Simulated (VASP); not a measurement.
Here is a VASP 6.6.1 calculation.

The input INCAR:

```
SYSTEM = Os
  ALGO = Normal
  EDIFF = 1E-8
  ENCUT = 520
  IBRION = 6
  ISIF = 2
  ISMEAR = -1
  LASPH = .True.
  LCHARG = .True.
  LMIXTAU = .True.
  LREAL = .False.
  LWAVE = .False.
  METAGGA = R2SCAN
  NBANDS = 15
  NELM = 80
  NFREE = 2
  NSW = 1
  POTIM = 0.015
  PREC = Accurate
  SIGMA = 0.05
```

The input KPOINTS:

```
k-points
0
Gamma
  10 10 6
  0 0 0
```

File POSCAR:

```
Os
1.0
    2.7341000000      0.0000000000      0.0000000000
   -1.3670500000      2.3678000565      0.0000000000
    0.0000000000      0.0000000000      4.3197000000
Os
2
Direct
    0.6666666667      0.3333333333      0.7500000000
    0.3333333333      0.6666666667      0.2500000000
```

Potentials or basis: VASP PAW PBE potentials, release 64 (Os).

The run is started by

```console
$ cat potpaw_PBE.64/Os/POTCAR > POTCAR
$ mpirun -np 1 vasp_std > vasp.out
```

Task: Estimate the highest phonon frequency at Γ.

Result: 211 cm⁻¹.

Phonon frequencies in cm⁻¹ (negative: imaginary):
| q point | frequencies |
| --- | --- |
| (0.000, 0.000, 0.000) | 0 0 0 168 168 211 |

Caveat: the cell stands under pressure or tension, which shifts response properties.
